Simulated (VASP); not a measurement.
# GaN (I4/mmm) in VASP: notebook, part 3 of 3

VASP 6.6.1. The steps go on from the part before.

**5. Electric field gradients, PBEsol (equal xx and yy strain of -1 %)**

Contents of INCAR:

```
SYSTEM = GaN
ALGO = Normal ; EDIFF = 1E-8
ENCUT = 520 ; GGA = PS
ISIF = 2 ; ISMEAR = -1
LASPH = .True. ; LCHARG = .False.
LEFG = .True. ; LREAL = .False.
LWAVE = .False. ; NBANDS = 16
NELM = 80 ; PREC = Accurate
SIGMA = 0.02
```

Contents of KPOINTS:

```
k-points
0
Gamma
  13 13 13
  0 0 0
```

Contents of POSCAR:

```
GaN
1.0
    0.0000000000      1.9725750000      1.9925000000
    1.9725750000      0.0000000000      1.9925000000
    1.9725750000      1.9725750000      0.0000000000
Ga N
1 1
Direct
    0.5000000000      0.5000000000      0.5000000000
    0.0000000000      0.0000000000      0.0000000000
```

Potentials or basis: VASP PAW PBE potentials, release 64 (Ga_d, N).

Started as:

```sh
> cat potpaw_PBE.64/Ga_d/POTCAR potpaw_PBE.64/N/POTCAR > POTCAR
> mpirun -np 1 vasp_std > vasp.out
```

OUTCAR:

```text
SYSTEM = GaN
   EDIFF = 1E-8
   ENCUT = 520
   GGA = PS
   ISIF = 2
   ISMEAR = -1
   LASPH = .True.
   LREAL = .False.
   NELM = 80
   PREC = Accurate

 ion  position               nearest neighbor table
   1  0.500  0.500  0.500-   2 1.97   2 1.97   2 1.97   2 1.97   2 1.99   2 1.99
   2  0.000  0.000  0.000-   1 1.97   1 1.97   1 1.97   1 1.97   1 1.99   1 1.99

  LATTYP: Found a body centered tetragonal cell.
 ALAT       =     2.7896423178
 C/A-ratio  =     1.4284985479

  Lattice vectors:

 A1 = (  -1.9725750000,   0.0000000000,   1.9925000000)
 A2 = (   1.9725750000,   0.0000000000,   1.9925000000)
 A3 = (   0.0000000000,   1.9725750000,  -1.9925000000)

Analysis of symmetry for initial positions (statically):
=====================================================================
 Subroutine PRICEL returns:
 Original cell was already a primitive cell.

 Routine SETGRP: Setting up the symmetry group for a
 body centered tetragonal supercell.

 Subroutine GETGRP returns: Found 16 space group operations
 (whereof 16 operations were pure point group operations)
 out of a pool of 16 trial point group operations.

The static configuration has the point symmetry D_4h.

Analysis of symmetry for dynamics (positions and initial velocities):
=====================================================================
 Subroutine PRICEL returns:
 Original cell was already a primitive cell.

 Routine SETGRP: Setting up the symmetry group for a
 body centered tetragonal supercell.

 Subroutine GETGRP returns: Found 16 space group operations
 (whereof 16 operations were pure point group operations)
 out of a pool of 16 trial point group operations.

The dynamic configuration has the point symmetry D_4h.

 Subroutine INISYM returns: Found 16 space group operations
 (whereof 16 operations are pure point group operations),
 and found     1 'primitive' translations

----------------------------------------------------------------------------------------

                                     Primitive cell

  volume of cell :      15.5058

  direct lattice vectors                    reciprocal lattice vectors
     0.000000000  1.972575000  1.992500000    -0.253475787  0.253475787  0.250941029
     1.972575000  0.000000000  1.992500000     0.253475787 -0.253475787  0.250941029
     1.972575000  1.972575000  0.000000000     0.253475787  0.253475787 -0.250941029

  length of vectors
     2.803766820  2.803766820  2.789642318     0.437574392  0.437574392  0.437574392

  position of ions in fractional coordinates (direct lattice)
     0.500000000  0.500000000  0.500000000
     0.000000000  0.000000000  0.000000000

  ion indices of the primitive-cell ions
   primitive index   ion index
                 1           1
                 2           2

----------------------------------------------------------------------------------------

 KPOINTS: k-points

Automatic generation of k-mesh.
 Grid dimensions read from file:
 generate k-points for:   13   13   13

 Generating k-lattice:

[... 64 lines left out ...]
   NSW    =      0    number of steps for IOM
   IBRION =     -1    ionic relax: 0-MD 1-quasi-New 2-CG
   NFREE  =      0    steps in history (QN), initial steepest desc. (CG)
   ISIF   =      2    stress and relaxation
   ISYM   =      2    0-nonsym 1-usesym 2-fastsym
   POTIM  = 0.5000    time-step for ionic-motion
   TEBEG  =    0.0;   TEEND  =   0.0 temperature during run
   PSTRESS=    0.0 pullay stress
   NELECT =      18.0000    total number of electrons
   NUPDOWN=      -1.0000    fix difference up-down
   EMIN   =  10.00;   EMAX   =-10.00  energy-range for DOS
   EFERMI =   0.00;   METHOD = LEGACY
   ISMEAR =    -1;   SIGMA  =   0.02  broadening in eV -4-tet -1-fermi 0-gaus
   EFERMI_NEDOS =   21; number of points for ismear=-14 and -15
   IALGO  =     38    algorithm
   IMIX   =      4    mixing-type and parameters
     AMIX     =   0.40;   BMIX     =  1.00
     AMIX_MAG =   1.60;   BMIX_MAG =  1.00
  volume/ion in A,a.u.               =       7.75        52.32
  Fermi-wavevector in a.u.,A,eV,Ry     =   1.720550  3.251367 40.277205  2.960291
  Thomas-Fermi vector in A             =   2.796968
   LORBIT       =      0    0 simple, 1 ext, 2 COOP (PROOUT), +10 PAW based schemes
   GGA     = PS    functional components
   LHFCALC =     F    Hartree Fock is set to
   AEXX    =    0.0000 exact exchange contribution
   IVDW    =     0    specifies the selected vdW correction
   LEPSILON=     F    determine dielectric tensor
   LRPA    =     F    only Hartree local field effects (RPA)
 non-spin polarized calculation
  energy-cutoff  :      520.00
  volume of cell :       15.51
 maximum number of plane-waves:       431
 NGX is ok and might be reduce to    24
   NGX = 11   NGY = 11   NGZ = 11

 number of electron      17.9999996 magnetization

 Free energy of the ion-electron system (eV)
  ---------------------------------------------------
  ext. energy  EPLUGINS =         0.00000000
  ---------------------------------------------------
  free energy    TOTEN  =       -11.65328732 eV

  energy without entropy =      -11.65328732  energy(sigma->0) =      -11.65328732

 E-fermi :  10.9869     XC(G=0): -14.4526

 val. band max:       10.5229626465   @ k =  -0.2308   0.1538   0.0000
 cond. band min:      12.4115828916   @ k =   0.4615   0.0000   0.4615
 fundamental gap:      1.8886202451
 Fermi energy:        10.9868596396

 k-point     1 :       0.0000    0.0000    0.0000
  band No.  band energies     occupation
      1      -9.0345      2.00000
      2      -3.4933      2.00000
      3      -3.4798      2.00000
      4      -3.4798      2.00000
      5      -3.3311      2.00000
      6      -3.3127      2.00000
[... 433 lines left out ...]
      3      -3.6362      2.00000
      4      -3.5341      2.00000
      5      -3.0822      2.00000
      6      -2.7932      2.00000
[... 8 lines left out ...]
     15      33.4307      0.00000
     16      36.9811      0.00000

 [... further k-points ...]
[... 5 lines left out ...]
  --------------------------------------------------------------------------------------
  -------------------------------------------------------------------------------------
  Total        6.8983469      6.8983469      6.3679021      0.0000000      0.0000000      0.0000000
  in kB      712.7877709    712.7877709    657.9783225      0.0000000      0.0000000      0.0000000
  external PRESSURE =     694.5179548 kB  Pullay stress =       0.0000000 kB

 VOLUME and BASIS-vectors are now :
 -----------------------------------------------------------------------------
  energy-cutoff  :      520.00
  volume of cell :       15.51
      direct lattice vectors                 reciprocal lattice vectors
     0.000000000  1.972575000  1.992500000    -0.253475787  0.253475787  0.250941029
     1.972575000  0.000000000  1.992500000     0.253475787 -0.253475787  0.250941029
     1.972575000  1.972575000  0.000000000     0.253475787  0.253475787 -0.250941029

 POSITION                                       TOTAL-FORCE (eV/Angst)
 -----------------------------------------------------------------------------------
      1.97257      1.97257      1.99250        -0.000000      0.000000      0.000000
      0.00000      0.00000      0.00000         0.000000     -0.000000      0.000000
 -----------------------------------------------------------------------------------
    total drift:                                0.000000     -0.000000      0.000000

  FREE ENERGIE OF THE ION-ELECTRON SYSTEM (eV)
  ---------------------------------------------------
  free  energy   TOTEN  =       -11.6532873246 eV

  energy  without entropy=      -11.6532873246  energy(sigma->0) =      -11.65328732

 Electric field gradients (V/A^2)
---------------------------------------------------------------------
 ion       V_xx      V_yy      V_zz      V_xy      V_xz      V_yz
---------------------------------------------------------------------
   1      -5.312    -5.312    10.624    -0.002    -0.002    -0.002
   2       0.075     0.075    -0.150     0.000     0.000     0.000
---------------------------------------------------------------------

 Electric field gradients after diagonalization (V/A^2)
 (convention: |V_zz| > |V_xx| > |V_yy|)
----------------------------------------------------------------------
 ion       V_xx      V_yy      V_zz     asymmetry (V_yy - V_xx)/ V_zz
----------------------------------------------------------------------
   1      -5.315    -5.310    10.624       0.000
   2       0.075     0.075    -0.150       0.002
----------------------------------------------------------------------

           NMR quadrupolar parameters

 Cq : quadrupolar parameter    Cq=e*Q*V_zz/h
 eta: asymmetry parameters     (V_yy - V_xx)/ V_zz
 Q  : nuclear electric quadrupole moment in mb (millibarn)
----------------------------------------------------------------------
 ion       Cq(MHz)       eta       Q (mb)
----------------------------------------------------------------------
   1       0.026       0.000       1.000
   2      -0.000       0.002       1.000
----------------------------------------------------------------------
```

stdout:

```text
POSCAR found type information on POSCAR GaN
 POSCAR found :  2 types and       2 ions
 scaLAPACK will be used
 -----------------------------------------------------------------------------
|                                                                             |
|                                                                             |
|     You enforced a specific xc type in the INCAR file but a different       |
|     I HOPE YOU KNOW WHAT YOU ARE DOING!                                     |
|                                                                             |
 -----------------------------------------------------------------------------

 LDA part: xc-table for (Slater+PW92), standard interpolation
 POSCAR, INCAR and KPOINTS ok, starting setup
 FFT: planning ... GRIDC
 FFT: planning ... GRID_SOFT
 FFT: planning ... GRID
 WAVECAR not read
 entering main loop
ion   1

ion   2
```

It took 53 s on 1 thread of Intel Xeon Platinum 8259CL at 2.50GHz (Skylake/Cascade Lake), shared host; peak memory 0.17 GiB.

Results:

```yaml
Free_energy: -11.6533 eV
Pressure: 69.5 GPa
Band_gap_on_the_k_mesh: 1.89 eV, indirect (least direct gap 5.47 eV)
```

Stress tensor (GPa, compression positive):
```
71.28  0.00  0.00
 0.00 71.28  0.00
 0.00  0.00 65.80
```

Electric field gradients, principal values (V/Å²):
| atom | least | middle | greatest (by size) |
| --- | --- | --- | --- |
| 1 Ga | -5.310 | -5.315 | 10.624 |
| 2 N | 0.075 | 0.075 | -0.150 |

Caveat: the cell differs from its parent crystal (equal xx and yy strain of -1 %); without QUAD_EFG the Cq values of the log hold for a quadrupole moment of 1 mb, not for the nuclei; the PAW data sets were made with another functional, which shifts forces and pressure a little. A k mesh can miss the band edges.

**6. Overview**

| cell | gap on the mesh (eV) | pressure (GPa) |
| --- | --- | --- |
| a = 2.790, b = 2.790, c = 2.761 Å, angles 60.3, 60.3, 59.3°, 2 atoms | 1.96 | 80.5 |
| a = 2.776, b = 2.776, c = 2.818 Å, angles 59.5, 59.5, 61.0°, 2 atoms | 1.75 | 75.5 |
| a = 2.804, b = 2.804, c = 2.790 Å, angles 60.2, 60.2, 59.7°, 2 atoms | 1.89 | 69.5 |

Alike in all rows: task electric field gradients; level PBEsol; potentials or basis VASP PAW PBE potentials, release 64 (Ga_d, N); no spin polarisation; k mesh 13 × 13 × 13; cutoff (eV) 520; smearing fermi-dirac 0.02 eV.

Caveats: the PAW data sets were made with another functional, which shifts forces and pressure a little.

Total energies depend on the potentials used, so only differences within one code and one set of settings carry meaning.
